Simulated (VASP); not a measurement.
Input of a VASP 6.6.1 run:

The input POSCAR:

```
Li2S
1.0
    0.0000000000      2.8540007422      2.8540007422
    2.8540007422      0.0000000000      2.8540007422
    2.8540007422      2.8540007422      0.0000000000
Li S
2 1
Direct
    0.2500000000      0.2500000000      0.2500000000
    0.7500000000      0.7500000000      0.7500000000
    0.0000000000      0.0000000000      0.0000000000
```

File INCAR.step1:

```
PREC = Accurate ; ENCUT = 650
EDIFF = 1E-5 ; ISMEAR = 0
SIGMA = 0.05 ; LREAL = F
LASPH = T ; NELM = 120
ALGO = Normal ; ISIF = 2
LWAVE = T ; LCHARG = F
NBANDS = 13 ; GGA = PE
GGA_COMPAT = F
```

INCAR.step2

```
PREC = Accurate ; ENCUT = 650
EDIFF = 1E-6 ; ISMEAR = 0
SIGMA = 0.05 ; LREAL = F
LASPH = T ; NELM = 120
ALGO = Normal ; ISIF = 2
LWAVE = F ; LCHARG = F
GGA = PE ; LHFCALC = T
HFSCREEN = 0.2079 ; PRECFOCK = Normal
NBANDS = 13 ; ISTART = 1
GGA_COMPAT = F
```

The input KPOINTS:

```
Automatic mesh
0
Gamma
  4 4 4
```

Potentials or basis: VASP PAW PBE potentials, release 64 (Li_sv, S).

Run with:

```console
$ cat potpaw_PBE.64/Li_sv/POTCAR potpaw_PBE.64/S/POTCAR > POTCAR
$ cp INCAR.step1 INCAR
$ mpirun -np 1 vasp_std > vasp.out
$ cp INCAR.step2 INCAR
$ mpirun -np 1 vasp_std > vasp.out
```

(1) What does it give for the pressure?

(2) Predict the band gap on the k mesh.

Answers

(1) -0.9 GPa.

(2) 4.34 eV (least direct gap 5.30 eV).

Caveat: the k points lie up to 0.48 Å⁻¹ apart; the PAW data sets were made with another functional, which shifts forces and pressure a little.
